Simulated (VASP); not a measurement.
Set up this calculation in VASP 6.6.1, as the native input.

```yaml
Task: relaxation of cell and atoms
Functional: PBE
Potentials_or_basis: VASP PAW PBE potentials, release 64 (K_sv, Cl)
Cutoff: 600 eV
k_mesh: 6 × 6 × 6
Occupations: gaussian, width 0.1 eV
Spin: no spin polarisation
Dipole_correction: no
Further_INCAR_settings: ALGO = Normal; EDIFF = 1e-06; IBRION = 2; EDIFFG = -0.01; NSW = 100; ISIF = 3
```

The structure of K4Cl lies in POSCAR:

```
K4Cl
1.0
    6.9233414204      0.0000000000      0.0000000000
    0.0000000000      6.9233414204      0.0000000000
    0.0000000000      0.0000000000      6.9233414204
K Cl
4 1
Direct
    0.2519164828      0.2519164828      0.2519164828
    0.7480835172      0.7480835172      0.2519164828
    0.7480835172      0.2519164828      0.7480835172
    0.2519164828      0.7480835172      0.7480835172
    0.0000000000      0.0000000000      0.0000000000
```

This cell differs from its parent crystal: atoms taken out.

The input as run:

INCAR

```
PREC     = Accurate       # precision mode
ENCUT    = 600            # plane-wave cutoff, eV
EDIFF    = 1E-6           # SCF threshold, eV
ISMEAR   = 0              # smearing method
SIGMA    = 0.1            # smearing width, eV
LREAL    = False          # projectors in reciprocal space
LASPH    = True           # aspherical terms in the spheres
NELM     = 80             # most SCF steps
ALGO     = Normal         # electronic algorithm
ISIF     = 3              # what is computed and relaxed
LWAVE    = False          # write WAVECAR
LCHARG   = False          # write CHGCAR
GGA      = PE             # functional
IBRION   = 2              # ionic algorithm
NSW      = 100            # ionic steps
EDIFFG   = -0.01          # ionic threshold
```

KPOINTS

```
Automatic mesh
0
Gamma
  6 6 6
```

Potentials or basis: VASP PAW PBE potentials, release 64 (K_sv, Cl).

Command:

```bash
$ cat potpaw_PBE.64/K_sv/POTCAR potpaw_PBE.64/Cl/POTCAR > POTCAR
$ mpirun -np 1 vasp_std > vasp.out
```

It gave:

```
Pressure after relaxing      : 0.0 GPa
Largest force after relaxing : 0.008 eV/Å
Band gap on the k mesh       : zero (an odd number of electrons rules out a gap without spin polarisation)
```

Caveat: the cell differs from its parent crystal (atoms taken out); the relaxation stopped at its first step, so nothing moved; an odd number of electrons without spin polarisation forces a metal; a magnetic or distorted state may lie lower.

It took 4.5 min on 1 thread of Intel Xeon 8259CL (shared host), peak memory 0.52 GiB.
